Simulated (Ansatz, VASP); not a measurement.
# Co: VASP beside Ansatz

The input INCAR:

```
SYSTEM = Co
PREC = Accurate ; ENCUT = 520
EDIFF = 1E-7 ; ISMEAR = -1
SIGMA = 0.1 ; LREAL = .FALSE.
LASPH = .TRUE. ; NELM = 150
ALGO = Normal ; ISIF = 2
LWAVE = .FALSE. ; LCHARG = .TRUE.
MAGMOM = 2 0 0 2 0 0 ; LORBIT = 11
LSORBIT = .TRUE. ; GGA_COMPAT = .FALSE.
LORBMOM = .TRUE. ; LMAXMIX = 4
GGA = PE ; LVHAR = .TRUE.
NBANDS = 30
```

Contents of KPOINTS:

```
regular mesh
0
G
  10 10 6
  0 0 0
```

POSCAR

```
Co
1.0
    2.5070000000      0.0000000000      0.0000000000
   -1.2535000000      2.1711256873      0.0000000000
    0.0000000000      0.0000000000      4.0690000000
Co
2
Direct
    0.3333333333      0.6666666667      0.2500000000
    0.6666666667      0.3333333333      0.7500000000
```

Input for Ansatz:

```yaml
crystal:
  lattice:
    - [2.507, 0, 0]
    - [-1.2535, 2.171125687288, 0]
    - [0, 0, 4.069]
  atoms:
    - { symbol: Co, position: [0.333333333333, 0.666666666667, 0.25], spin: 2, spin_axis: [1, 0, 0] }
    - { symbol: Co, position: [0.666666666667, 0.333333333333, 0.75], spin: 2, spin_axis: [1, 0, 0] }
kpoints:
  mp_grid: { grid: [10, 10, 6] }
hamiltonian:
  xc: pbe
  pseudopotentials:
    kind: paw_fr
    azcp:
      Co: "pseudopotentials/pbe/paw/ansatz_paw_generated_hard_1/Co.paw.azcp"
scf:
  occupations: { method: fermi_dirac, width: 0.1 }
  convergence: { dr2_threshold: "1e-9 eV" }
  max_iter: 300
output:
  forces: true
  stress: true
magnetization:
  noncollinear: true
  spin_orbit: true
```

Alike in both runs: task single point; functional PBE; k mesh 10 × 10 × 6; occupations fermi-dirac, width 0.1 eV; non-collinear spin, spin-orbit coupling.

```csv
,VASP,Ansatz
version,VASP 6.6.1,Ansatz 0.2.0 development build
potentials or method,"VASP PAW PBE potentials, release 64 (Co)","plane waves, PAW datasets (generated hard set"
plane-wave cutoff (eV),520,700
valence electrons in the cell,18,34
```

```tsv
	VASP	Ansatz	Ansatz less VASP
net moment per atom (μB)	1.65	1.65	+0.003
```

With one functional, cell and mesh, what is left measures potentials, basis and numerics. VASP's potentials hold 18 valence electrons a cell and Ansatz's 34, so a difference there can come from the potentials and not from the codes. Ansatz's warnings: cutoff auto derived, stress scf threshold loose.
